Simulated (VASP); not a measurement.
Si8N:

```
CELL_PARAMETERS angstrom
6.25371 0.00000 0.00000
0.00000 6.25371 0.00000
0.00000 0.00000 3.73832
ATOMIC_POSITIONS crystal
Si 0.20017 0.50000 0.50000
Si 0.79983 0.50000 0.50000
Si 0.50000 0.20017 0.50000
Si 0.50000 0.79983 0.50000
Si 0.70380 0.00000 0.00000
Si 0.29620 0.00000 0.00000
Si 0.00000 0.70380 0.00000
Si 0.00000 0.29620 0.00000
N 0.50000 0.50000 0.50000
```

The cell was generated, and may not be a known phase.

```yaml
Program: VASP 6.6.1
Task: relaxation of cell and atoms
Functional: PBE
Potentials_or_basis: VASP PAW PBE potentials, release 64 (Si, N)
Cutoff: 600 eV
k_mesh: 4 × 4 × 6
Occupations: gaussian, width 0.1 eV
Spin: no spin polarisation
```

At the start: pressure 0.3 GPa; volume 16.24 Å³/atom.

Where does the relaxation end?

Over 26 steps the energy falls by 45.4 meV/atom and the volume is 15.40 Å³/atom (-5.2 %); space group P4/mmm (No. 123, to 0.1 Å) before and after.

Step by step:
```
step  energy change (eV)  largest force (eV/Å)  pressure (GPa)  volume (Å³)
   1              0.0000                0.5560            0.33       146.20
   2             -0.1002                0.1907           -0.85       146.87
   3             -0.1059                0.1023           -1.14       147.09
   4             -0.1191                0.1263            0.02       144.53
   5             -0.1198                0.1417            0.37       143.80
   6             -0.1295                0.1885            0.33       143.35
   7             -0.1664                0.3979            0.28       141.97
   8             -0.1694                1.1192            0.80       139.20
   9             -0.1877                0.7043            0.29       140.84
  10             -0.1896                0.8316            0.42       140.39
  11             -0.1902                0.8384            0.42       140.36
  12             -0.1919                0.8591            0.43       140.27
  13             -0.1947                0.8993            0.46       140.08
  14             -0.1981                0.9743            0.54       139.71
  15             -0.2029                0.9659            0.51       139.69
  16             -0.2171                0.9402            0.45       139.65
  17             -0.2432                0.8840            0.33       139.55
  18             -0.2836                0.7576            0.10       139.36
  19             -0.3056                0.5817           -0.25       138.93
  20             -0.3075                0.5624           -0.20       139.03
  21             -0.3227                0.5156           -0.20       138.99
  22             -0.3607                0.3736           -0.21       138.87
  23             -0.4029                0.1310           -0.07       138.64
  24             -0.4077                0.0436            0.06       138.53
  25             -0.4078                0.0556            0.07       138.52
  26             -0.4085                0.0237           -0.02       138.57
```

Final structure:
```
Si N
1.0
     6.41472    0.00000    0.00000
     0.00000    6.41472    0.00000
     0.00000    0.00000    3.36764
Si N
8 1
Direct
  0.20262 0.50000 0.50000
  0.79738 0.50000 0.50000
  0.50000 0.20262 0.50000
  0.50000 0.79738 0.50000
  0.72635 0.00000 0.00000
  0.27365 0.00000 0.00000
  0.00000 0.72635 0.00000
  0.00000 0.27365 0.00000
  0.50000 0.50000 0.50000
```

Caveat: an odd number of electrons without spin polarisation forces a metal; a magnetic or distorted state may lie lower.
